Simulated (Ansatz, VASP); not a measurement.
## One calculation of NaH, two programs

Contents of POSCAR:

```
NaH
1.0
    3.9532815480      0.0000000000      0.0000000000
   -1.9766407740      3.4236422489      0.0000000000
    0.0000000000      0.0000000000      4.8282923038
Na H
2 2
Direct
    0.3333333333      0.6666666667     -0.0624996820
    0.6666666667      0.3333333333      0.4375003180
    0.3333333333      0.6666666667      0.4374996820
    0.6666666667      0.3333333333      0.9374996820
```

File INCAR.step1:

```
SYSTEM = NaH
  PREC = Accurate
  ENCUT = 520
  EDIFF = 1E-5
  ISMEAR = 0
  SIGMA = 0.01
  LREAL = .False.
  LASPH = .True.
  NELM = 100
  ALGO = Normal
  ISIF = 2
  LWAVE = .True.
  LCHARG = .False.
  GGA = PE
  NBANDS = 16
```

INCAR.step2

```
SYSTEM = NaH
  PREC = Accurate
  ENCUT = 520
  EDIFF = 1E-6
  ISMEAR = 0
  SIGMA = 0.01
  LREAL = .False.
  LASPH = .True.
  NELM = 100
  ALGO = Normal
  ISIF = 2
  LWAVE = .False.
  LCHARG = .False.
  GGA = PE
  LHFCALC = .True.
  AEXX = 1.0
  HFSCREEN = 0.2078
  PRECFOCK = Normal
  ISTART = 1
  NBANDS = 16
  ALDAC = 1.0
  AGGAC = 1.0
```

KPOINTS

```
Automatic mesh
0
Gamma
  6 6 2
  0 0 0
```

Input for Ansatz:

```yaml
crystal:
  lattice:
    - [3.953281548, 0.0, 0.0]
    - [-1.976640774, 3.4236422489, 0.0]
    - [0.0, 0.0, 4.8282923038]
  atoms:
    - { symbol: Na, position: [0.3333333333, 0.6666666667, -0.062499682] }
    - { symbol: Na, position: [0.6666666667, 0.3333333333, 0.437500318] }
    - { symbol: H, position: [0.3333333333, 0.6666666667, 0.437499682] }
    - { symbol: H, position: [0.6666666667, 0.3333333333, 0.937499682] }
kpoints:
  mp_grid: { grid: [6, 6, 2] }
hamiltonian:
  xc:
    exchange: pbe
    correlation: pbe
    exx: { coeff: 1.0, omega: 0.2078 }
scf:
  occupations: { method: fixed }
  n_extra_bands: 5
output:
  forces: true
  stress: true
  eigenvalues: true
```

Alike in both runs: task single point; functional PBE-based screened hybrid with a share of 1.0 of exact exchange and HFSCREEN = 0.2078; k mesh 6 × 6 × 2; no spin polarisation.

```csv
,VASP,Ansatz
version,VASP 6.6.1,Ansatz 0.2.0
potentials or method,"VASP PAW PBE potentials, release 64 (Na_pv, H)",plane waves
plane-wave cutoff (eV),520,420
occupations,"gaussian, width 0.01 eV",fixed
valence electrons in the cell,16,20
```

Ansatz gave:

```
gap on the k mesh at the Fermi level (eV)                     : 7.27
pressure (GPa)                                                : -0.6
traceless stress, the component that is largest in VASP (GPa) : -0.22
```

What did VASP give for the same quantities?

gap on the k mesh at the Fermi level (eV): 7.26; pressure (GPa): -0.6; traceless stress, the component that is largest in VASP (GPa): -0.38.

VASP's potentials were made for PBE, not for PBE-based screened hybrid. VASP's potentials hold 16 valence electrons a cell and Ansatz's 20, so a difference there can come from the potentials and not from the codes. Ansatz's warnings: stress exchange threshold loose, stress scf threshold loose, structure snapped to symmetry.

The k mesh is coarse, so the values compare programs but aren't converged.
